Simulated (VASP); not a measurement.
# Si4O (P4/m) in VASP: a series of runs

Si4O is run at these levels: PBE; tasks: single point, relaxation of cell and atoms.

Everything below comes from runs of VASP 6.6.1. Logs are shortened: lines on timing, memory, paths and dates and some standing lists are left out, and cuts for length are marked.

## (1) The cell of the first run

Symmetry: P4/m, No. 83, tetragonal system. The conventional cell has a = 5.131 Å, b = 5.131 Å, c = 2.577 Å, α = 90.00°, β = 90.00°, γ = 90.00°. Within 3.2 Å of Si (site symmetry m) lie 2 O at 2.40 Å and 7 Si at 2.42 to 2.87 Å. Within 3.2 Å of O (site symmetry 4/m) lie 8 Si at 2.40 Å and 2 O at 2.58 Å.

The cell was generated, and may not be a known phase.

## (2) Single point, PBE

Input file INCAR:

```
ALGO = Normal
EDIFF = 1E-6
ENCUT = 520
GGA = PE
ISIF = 2
ISMEAR = 0
LASPH = T
LCHARG = T
LELF = T
LREAL = F
LVHAR = T
LWAVE = F
NBANDS = 19
NELM = 100
PREC = Accurate
SIGMA = 0.1
```

Input file KPOINTS:

```
k-points
0
Gamma
  4 4 6
```

Input file POSCAR:

```
Si4O
1.0
    5.1306888932      0.0000000000      0.0000000000
    0.0000000000      5.1306888932      0.0000000000
    0.0000000000      0.0000000000      2.5765546871
Si O
4 1
Direct
    0.6824766370      0.8503523971      0.5000000000
    0.3175233630      0.1496476029      0.5000000000
    0.1496476029      0.6824766370      0.5000000000
    0.8503523971      0.3175233630      0.5000000000
    0.5000000000      0.5000000000      0.0000000000
```

Potentials or basis: VASP PAW PBE potentials, release 64 (Si, O).

The run is started by

```bash
$ cat potpaw_PBE.64/Si/POTCAR potpaw_PBE.64/O/POTCAR > POTCAR
$ mpirun -np 1 vasp_std > vasp.out
```

OUTCAR:

```text
EDIFF = 1E-6
   ENCUT = 520
   GGA = PE
   ISIF = 2
   ISMEAR = 0
   LASPH = T
   LREAL = F
   NELM = 100
   PREC = Accurate

 ion  position               nearest neighbor table
   1  0.682  0.850  0.500-   5 2.40   5 2.40   2 2.42   3 2.55   4 2.55   4 2.87   3 2.87
   2  0.318  0.150  0.500-   5 2.40   5 2.40   1 2.42   3 2.55   4 2.55   3 2.87   4 2.87
   3  0.150  0.682  0.500-   5 2.40   5 2.40   4 2.42   2 2.55   1 2.55   1 2.87   2 2.87
   4  0.850  0.318  0.500-   5 2.40   5 2.40   3 2.42   2 2.55   1 2.55   1 2.87   2 2.87
   5  0.500  0.500  0.000-   1 2.40   2 2.40   3 2.40   4 2.40   1 2.40   2 2.40   3 2.40   4 2.40

  LATTYP: Found a simple tetragonal cell.
 ALAT       =     5.1306888932
 C/A-ratio  =     0.5021849387

  Lattice vectors:

 A1 = (   5.1306888932,   0.0000000000,   0.0000000000)
 A2 = (   0.0000000000,   5.1306888932,   0.0000000000)
 A3 = (   0.0000000000,   0.0000000000,   2.5765546871)

Analysis of symmetry for initial positions (statically):
=====================================================================
 Subroutine PRICEL returns:
 Original cell was already a primitive cell.

 Routine SETGRP: Setting up the symmetry group for a
 simple tetragonal supercell.

 Subroutine GETGRP returns: Found  8 space group operations
 (whereof  8 operations were pure point group operations)
 out of a pool of 16 trial point group operations.

The static configuration has the point symmetry C_4h.

Analysis of symmetry for dynamics (positions and initial velocities):
=====================================================================
 Subroutine PRICEL returns:
 Original cell was already a primitive cell.

 Routine SETGRP: Setting up the symmetry group for a
 simple tetragonal supercell.

 Subroutine GETGRP returns: Found  8 space group operations
 (whereof  8 operations were pure point group operations)
 out of a pool of 16 trial point group operations.

The dynamic configuration has the point symmetry C_4h.

 Subroutine INISYM returns: Found  8 space group operations
 (whereof  8 operations are pure point group operations),
 and found     1 'primitive' translations

----------------------------------------------------------------------------------------

[... 95 lines left out ...]
   ENCUT  =  520.0 eV  38.22 Ry    6.18 a.u.   9.54  9.54  4.79*2*pi/ulx,y,z
   NELM   =    100;   NELMIN=  2; NELMDL= -5     # of ELM steps
   EDIFF  = 0.1E-05   stopping-criterion for ELM
   LREAL  =      F    real-space projection
   EDIFFG = 0.1E-04   stopping-criterion for IOM
   NSW    =      0    number of steps for IOM
   IBRION =     -1    ionic relax: 0-MD 1-quasi-New 2-CG
   NFREE  =      0    steps in history (QN), initial steepest desc. (CG)
   ISIF   =      2    stress and relaxation
   ISYM   =      2    0-nonsym 1-usesym 2-fastsym
   POTIM  = 0.5000    time-step for ionic-motion
   TEBEG  =    0.0;   TEEND  =   0.0 temperature during run
   PSTRESS=    0.0 pullay stress
   NELECT =      22.0000    total number of electrons
   NUPDOWN=      -1.0000    fix difference up-down
   EMIN   =  10.00;   EMAX   =-10.00  energy-range for DOS
   EFERMI =   0.00;   METHOD = LEGACY
   ISMEAR =     0;   SIGMA  =   0.10  broadening in eV -4-tet -1-fermi 0-gaus
   EFERMI_NEDOS =   21; number of points for ismear=-14 and -15
   IALGO  =     38    algorithm
   IMIX   =      4    mixing-type and parameters
     AMIX     =   0.40;   BMIX     =  1.00
     AMIX_MAG =   1.60;   BMIX_MAG =  1.00
  volume/ion in A,a.u.               =      13.57        91.54
  Fermi-wavevector in a.u.,A,eV,Ry     =   1.124826  2.125614 17.214558  1.265234
  Thomas-Fermi vector in A             =   2.261500
   LORBIT       =      0    0 simple, 1 ext, 2 COOP (PROOUT), +10 PAW based schemes
   GGA     = PE    functional components
   LHFCALC =     F    Hartree Fock is set to
   AEXX    =    0.0000 exact exchange contribution
   IVDW    =     0    specifies the selected vdW correction
   LEPSILON=     F    determine dielectric tensor
   LRPA    =     F    only Hartree local field effects (RPA)
 non-spin polarized calculation
 Gauss-broadening in eV      SIGMA  =   0.10
  energy-cutoff  :      520.00
  volume of cell :       67.83
 maximum number of plane-waves:      1882
 NGX is ok and might be reduce to    40
   NGX = 19   NGY = 19   NGZ =  9

 number of electron      22.0000005 magnetization

 Free energy of the ion-electron system (eV)
  ---------------------------------------------------
  ext. energy  EPLUGINS =         0.00000000
  ---------------------------------------------------
  free energy    TOTEN  =       -25.41047857 eV

  energy without entropy =      -25.39343444  energy(sigma->0) =      -25.40195651

 E-fermi :   8.6168     XC(G=0): -11.0650

 val. band max:        8.6052194114   @ k =   0.0000   0.0000   0.5000
 cond. band min:       8.6261357883   @ k =   0.2500   0.0000   0.5000
 fundamental gap:      0.0209163769
 Fermi energy:         8.6168368270

 k-point     1 :       0.0000    0.0000    0.0000
  band No.  band energies     occupation
      1     -10.6080      2.00000
      2      -3.5562      2.00000
      3      -0.4138      2.00000
      4      -0.4138      2.00000
      5      -0.0460      2.00000
      6       4.1252      2.00000
[... 505 lines left out ...]
      6       2.5537      2.00000
[... 11 lines left out ...]
     18      13.0801      0.00000
     19      14.4926      0.00000

------------------------ aborting loop because EDIFF is reached ----------------------------------------

  FORCE on cell =-STRESS in cart. coord.  units (eV):
  Direction    XX          YY          ZZ          XY          YZ          ZX
  --------------------------------------------------------------------------------------
  -------------------------------------------------------------------------------------
  Total       -0.1217512     -0.1217512      0.0367187      0.0000000     -0.0000000      0.0000000
  in kB       -2.8760278     -2.8760278      0.8673748      0.0000003     -0.0000000      0.0000000
  external PRESSURE =      -1.6282269 kB  Pullay stress =       0.0000000 kB

 VOLUME and BASIS-vectors are now :
 -----------------------------------------------------------------------------
  energy-cutoff  :      520.00
  volume of cell :       67.83
      direct lattice vectors                 reciprocal lattice vectors
     5.130688893  0.000000000  0.000000000     0.194905601  0.000000000  0.000000000
     0.000000000  5.130688893  0.000000000     0.000000000  0.194905601  0.000000000
     0.000000000  0.000000000  2.576554687     0.000000000  0.000000000  0.388115185

 POSITION                                       TOTAL-FORCE (eV/Angst)
 -----------------------------------------------------------------------------------
      3.50158      4.36289      1.28828         0.005016     -0.007224      0.000000
      1.62911      0.76780      1.28828        -0.005016      0.007224      0.000000
      0.76780      3.50158      1.28828         0.007224      0.005016      0.000000
      4.36289      1.62911      1.28828        -0.007224     -0.005016      0.000000
      2.56534      2.56534      0.00000         0.000000      0.000000      0.000000
 -----------------------------------------------------------------------------------
    total drift:                                0.000000      0.000000     -0.000000

  FREE ENERGIE OF THE ION-ELECTRON SYSTEM (eV)
  ---------------------------------------------------
  free  energy   TOTEN  =       -25.4104785744 eV

  energy  without entropy=      -25.3934344366  energy(sigma->0) =      -25.40195651
```

OSZICAR:

```text
N       E                     dE             d eps       ncg     rms          rms(c)
DAV:   1     0.575010220289E+02    0.57501E+02   -0.97447E+03   912   0.102E+03
DAV:   2    -0.219321170827E+02   -0.79433E+02   -0.76753E+02  1183   0.167E+02
DAV:   3    -0.264129067090E+02   -0.44808E+01   -0.44064E+01  1181   0.383E+01
DAV:   4    -0.264514341385E+02   -0.38527E-01   -0.38492E-01  1126   0.405E+00
DAV:   5    -0.264516533141E+02   -0.21918E-03   -0.21916E-03  1089   0.320E-01    0.844E+00
DAV:   6    -0.258538452225E+02    0.59781E+00   -0.69142E+00   995   0.203E+01    0.647E+00
DAV:   7    -0.254264542038E+02    0.42739E+00   -0.23748E+00  1152   0.881E+00    0.251E+00
DAV:   8    -0.254102233821E+02    0.16231E-01   -0.20036E-01  1024   0.281E+00    0.556E-01
DAV:   9    -0.254105530247E+02   -0.32964E-03   -0.12875E-02  1104   0.671E-01    0.275E-01
DAV:  10    -0.254107390855E+02   -0.18606E-03   -0.31969E-03  1065   0.370E-01    0.122E-01
DAV:  11    -0.254104789963E+02    0.26009E-03   -0.12036E-03  1125   0.232E-01    0.270E-02
DAV:  12    -0.254104783563E+02    0.63999E-06   -0.12006E-04  1064   0.692E-02    0.640E-03
DAV:  13    -0.254104791942E+02   -0.83794E-06   -0.11360E-05  1056   0.207E-02    0.505E-03
DAV:  14    -0.254104785744E+02    0.61980E-06   -0.75385E-07   588   0.650E-03
   1 F= -.25410479E+02 E0= -.25401957E+02  d E =-.170441E-01
```

stdout:

```text
POSCAR found type information on POSCAR SiO
 POSCAR found :  2 types and       5 ions
 scaLAPACK will be used
 LDA part: xc-table for (Slater+PW92), standard interpolation
 POSCAR, INCAR and KPOINTS ok, starting setup
 FFT: planning ... GRIDC
 FFT: planning ... GRID_SOFT
 FFT: planning ... GRID
 WAVECAR not read
 entering main loop
```

Run time: 15 s. Hardware: 1 thread of Intel Xeon 6975P-C (Granite Rapids), shared host; peak memory 0.18 GiB.

What came out:

```
Free energy            : -25.4105 eV
Pressure               : -0.2 GPa
Largest force          : 0.009 eV/Å
Band gap on the k mesh : zero (bands 11 and 12 overlap by 3.32 eV)
```

Forces on the atoms (eV/Å):
```
Si   0.005 -0.007  0.000
Si  -0.005  0.007  0.000
Si   0.007  0.005  0.000
Si  -0.007 -0.005  0.000
O    0.000  0.000  0.000
```

Caveat: the k points lie up to 0.41 Å⁻¹ apart, too coarse for converged energies and pressures of a metal.

## (3) Single point, PBE, collinear spin, ferromagnetic start

Input file INCAR:

```
SYSTEM = Si4O
PREC = Accurate
ENCUT = 520
EDIFF = 1E-6
ISMEAR = 0
SIGMA = 0.1
LREAL = .FALSE.
LASPH = .TRUE.
NELM = 150
ALGO = Normal
ISIF = 2
LWAVE = .FALSE.
LCHARG = .FALSE.
ISPIN = 2
MAGMOM = 0 0 0 0 1
LORBIT = 11
GGA = PE
NBANDS = 23
```

Input file KPOINTS:

```
Automatic mesh
0
G
  4 4 6
  0 0 0
```

POSCAR is that of step 2.

Potentials or basis: VASP PAW PBE potentials, release 64 (Si, O).

The run is started by

```bash
$ cat potpaw_PBE.64/Si/POTCAR potpaw_PBE.64/O/POTCAR > POTCAR
$ mpirun -np 1 vasp_std > vasp.out
```

OUTCAR:

```text
SYSTEM = Si4O
   PREC = Accurate
   ENCUT = 520
   EDIFF = 1E-6
   ISMEAR = 0
   LREAL = .FALSE.
   LASPH = .TRUE.
   NELM = 150
   ISIF = 2
   ISPIN = 2
   LORBIT = 11
   GGA = PE

 ion  position               nearest neighbor table
   1  0.682  0.850  0.500-   5 2.40   5 2.40   2 2.42   3 2.55   4 2.55   4 2.87   3 2.87
   2  0.318  0.150  0.500-   5 2.40   5 2.40   1 2.42   3 2.55   4 2.55   3 2.87   4 2.87
   3  0.150  0.682  0.500-   5 2.40   5 2.40   4 2.42   2 2.55   1 2.55   1 2.87   2 2.87
   4  0.850  0.318  0.500-   5 2.40   5 2.40   3 2.42   2 2.55   1 2.55   1 2.87   2 2.87
   5  0.500  0.500  0.000-   1 2.40   2 2.40   3 2.40   4 2.40   1 2.40   2 2.40   3 2.40   4 2.40

  LATTYP: Found a simple tetragonal cell.
 ALAT       =     5.1306888932
 C/A-ratio  =     0.5021849387

  Lattice vectors:

 A1 = (   5.1306888932,   0.0000000000,   0.0000000000)
[... 1480 lines left out ...]
      3.50158      4.36289      1.28828         0.004900     -0.007418      0.000000
      1.62911      0.76780      1.28828        -0.004900      0.007418      0.000000
      0.76780      3.50158      1.28828         0.007418      0.004900      0.000000
      4.36289      1.62911      1.28828        -0.007418     -0.004900     -0.000000
      2.56534      2.56534      0.00000         0.000000      0.000000      0.000000
 -----------------------------------------------------------------------------------
    total drift:                                0.000000      0.000000     -0.000000

  FREE ENERGIE OF THE ION-ELECTRON SYSTEM (eV)
  ---------------------------------------------------
  free  energy   TOTEN  =       -25.4104786999 eV

  energy  without entropy=      -25.3934334312  energy(sigma->0) =      -25.40195607

 total charge

# of ion       s       p       d       tot
------------------------------------------
    1        0.823   0.731   0.000   1.554
    2        0.823   0.731   0.000   1.554
    3        0.823   0.731   0.000   1.554
    4        0.823   0.731   0.000   1.554
    5        1.610   3.271   0.000   4.881
--------------------------------------------------
tot          4.902   6.195   0.000  11.096

 magnetization (x)

# of ion       s       p       d       tot
------------------------------------------
    1       -0.000  -0.000   0.000  -0.000
    2       -0.000  -0.000   0.000  -0.000
    3       -0.000  -0.000   0.000  -0.000
    4       -0.000  -0.000   0.000  -0.000
    5        0.000  -0.000   0.000  -0.000
--------------------------------------------------
tot         -0.000  -0.000   0.000  -0.000
```

OSZICAR:

```text
N       E                     dE             d eps       ncg     rms          rms(c)
DAV:   1     0.506369817036E+02    0.50637E+02   -0.90793E+03  2208   0.813E+02
DAV:   2    -0.222377445039E+02   -0.72875E+02   -0.69041E+02  2767   0.151E+02
DAV:   3    -0.261069727923E+02   -0.38692E+01   -0.38236E+01  2929   0.307E+01
DAV:   4    -0.261321652683E+02   -0.25192E-01   -0.25188E-01  2553   0.299E+00
DAV:   5    -0.261323399533E+02   -0.17468E-03   -0.17468E-03  2901   0.243E-01    0.963E+00
DAV:   6    -0.257661471834E+02    0.36619E+00   -0.54378E+00  2364   0.160E+01    0.614E+00
DAV:   7    -0.254305183289E+02    0.33563E+00   -0.19985E+00  2710   0.713E+00    0.250E+00
DAV:   8    -0.254104734268E+02    0.20045E-01   -0.17955E-01  2607   0.224E+00    0.784E-01
DAV:   9    -0.254105704567E+02   -0.97030E-04   -0.19075E-02  2720   0.700E-01    0.336E-01
DAV:  10    -0.254103898335E+02    0.18062E-03   -0.10510E-03  2734   0.194E-01    0.170E-01
DAV:  11    -0.254105317863E+02   -0.14195E-03   -0.99225E-04  2572   0.175E-01    0.801E-02
DAV:  12    -0.254104763300E+02    0.55456E-04   -0.18522E-04  2766   0.838E-02    0.223E-02
DAV:  13    -0.254104785130E+02   -0.21830E-05   -0.55754E-05  2523   0.388E-02    0.729E-03
DAV:  14    -0.254104786999E+02   -0.18688E-06   -0.16709E-06  2070   0.829E-03
   1 F= -.25410479E+02 E0= -.25401956E+02  d E =-.170453E-01  mag=    -0.0001
```

Wall time 35 s (1 thread of Intel Xeon 6975P-C (Granite Rapids), shared host); peak memory 0.22 GiB.

What came out:

```yaml
Free_energy: -25.4105 eV
Pressure: -0.2 GPa
Largest_force: 0.009 eV/Å
Band_gap_on_the_k_mesh: zero (filled and empty bands overlap)
Net_moment: 0.00 μB per cell
Valence_electrons_inside_the_program's_atomic_spheres: Si 1.55; O 4.88
```

Forces in eV/Å, atoms in the order of the input:
```
Si   0.005 -0.007  0.000
Si  -0.005  0.007  0.000
Si   0.007  0.005  0.000
Si  -0.007 -0.005  0.000
O    0.000  0.000  0.000
```

Stress tensor (GPa, compression positive):
```
-0.30  0.00  0.00
 0.00 -0.30  0.00
 0.00  0.00  0.08
```

Caveat: the k points lie up to 0.41 Å⁻¹ apart, too coarse for converged energies and pressures of a metal.

(Part 1 of 2 ends here.)

The gap in the log of VASP goes by the Fermi energy; the results here count the filled bands.